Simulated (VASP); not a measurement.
Wanted: the native input for a VASP 6.6.1 run.

| Property | Result |
| --- | --- |
| Task | relaxation of cell and atoms |
| Functional | PBE |
| Potentials or basis | VASP PAW PBE potentials, release 64 (Re, Os) |
| Cutoff | 600 eV |
| k mesh | 6 × 6 × 4 |
| Occupations | gaussian, width 0.1 eV |
| Spin | no spin polarisation |
| Dipole correction | no |
| Further INCAR settings | ALGO = Normal; EDIFF = 1e-07; IBRION = 2; EDIFFG = -0.04; NSW = 90; ISIF = 3 |

The structure of Re2Os lies in POSCAR:

```
Re2Os
1.0
    3.4799995076      0.0000000000      0.0000000000
   -1.7399997538      3.0137679787      0.0000000000
    0.0000000000      0.0000000000      3.7574745514
Re Os
2 1
Direct
    0.3333333333      0.6666666667      0.5000000000
    0.6666666667      0.3333333333      0.5000000000
    0.0000000000      0.0000000000      0.0000000000
```

One way to write it, as run:

INCAR

```
SYSTEM = Re2Os
ALGO     = Normal         ! electronic algorithm
EDIFF    = 1E-7           ! SCF threshold, eV
EDIFFG   = -0.04          ! ionic threshold
ENCUT    = 600            ! plane-wave cutoff, eV
GGA      = PE             ! functional
IBRION   = 2              ! ionic algorithm
ISIF     = 3              ! what is computed and relaxed
ISMEAR   = 0              ! smearing method
LASPH    = .TRUE.         ! aspherical terms in the spheres
LCHARG   = .FALSE.        ! write CHGCAR
LREAL    = .FALSE.        ! projectors in reciprocal space
LWAVE    = .FALSE.        ! write WAVECAR
NELM     = 60             ! most SCF steps
NSW      = 90             ! ionic steps
PREC     = Accurate       ! precision mode
SIGMA    = 0.1            ! smearing width, eV
```

KPOINTS

```
k-points
0
G
  6 6 4
  0 0 0
```

Potentials or basis: VASP PAW PBE potentials, release 64 (Re, Os).

Run with:

```console
$ cat potpaw_PBE.64/Re/POTCAR potpaw_PBE.64/Os/POTCAR > POTCAR
$ mpirun -np 1 vasp_std > vasp.out
```

Results of the run:

| Quantity | Value |
| --- | --- |
| Relaxed volume | 15.02 Å³/atom |
| Relaxed cell | a = 4.358 Å, b = 4.358 Å, c = 2.739 Å, α = 90.00°, β = 90.00°, γ = 120.00° |
| Space group after relaxing (to 0.1 Å) | P6/mmm (No. 191) |
| Pressure after relaxing | -0.3 GPa |
| Band gap on the k mesh | zero (bands 11 and 12 overlap by 2.67 eV) |

Caveat: the k points lie up to 0.57 Å⁻¹ apart in the final cell, too coarse for converged energies and pressures of a metal; a cell axis changed by over 15 % at a fixed basis, so the end point is rough; spin-orbit coupling is left out, which moves the levels of the heavy elements.

Wall time 5.3 min on 1 thread of Intel(R) Xeon(R) 6975P-C (Granite Rapids), on a shared host, peak memory 0.18 GiB.
